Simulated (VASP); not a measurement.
Set up this calculation in VASP 6.6.1, as the native input.

| Quantity | Value |
| --- | --- |
| Task | single point |
| Functional | PBEsol |
| Potentials or basis | VASP PAW PBE potentials, release 64 (Zn, Se) |
| Cutoff | 520 eV |
| k mesh | 8 × 8 × 6 |
| Occupations | gaussian, width 0.02 eV |
| Spin | no spin polarisation |
| Dipole correction | no |
| Further INCAR settings | ALGO = Normal; EDIFF = 1e-06; NBANDS = 26 |

The structure of ZnSe lies in POSCAR:

```
ZnSe
1.0
    2.8588730221      2.8588730221      0.0000000000
   -2.8588730221      2.8588730221      0.0000000000
    0.0000000000      0.0000000000      5.2952524942
Zn Se
2 2
Direct
    0.0000000000      0.0000000000      0.0000000000
    0.5000000000      0.5000000000      0.5000000000
    0.5000000000      0.0000000000      0.2500000000
    0.0000000000      0.5000000000      0.7500000000
```

This cell differs from its parent crystal: uniaxial strain along c: -6.0 %.

The input as run:

INCAR

```
ALGO = Normal
EDIFF = 1E-6
ENCUT = 520
GGA = PS
ISIF = 2
ISMEAR = 0
LASPH = T
LCHARG = F
LREAL = F
LWAVE = F
NBANDS = 26
NELM = 60
PREC = Accurate
SIGMA = 0.02
```

KPOINTS

```
k-points
0
Gamma
  8 8 6
```

Potentials or basis: VASP PAW PBE potentials, release 64 (Zn, Se).

Run with:

```sh
$ cat potpaw_PBE.64/Zn/POTCAR potpaw_PBE.64/Se/POTCAR > POTCAR
$ mpirun -np 1 vasp_std > vasp.out
```

Results of the run:

```
Pressure               : 2.4 GPa
Band gap on the k mesh : 1.19 eV
```

Caveat: the cell differs from its parent crystal (uniaxial strain along c: -6.0 %); the PAW data sets were made with another functional, which shifts forces and pressure a little.

Wall time 61 s on 1 thread of AMD EPYC 9R45 96-Core Processor (Zen 5) (shared host), peak memory 0.22 GiB.
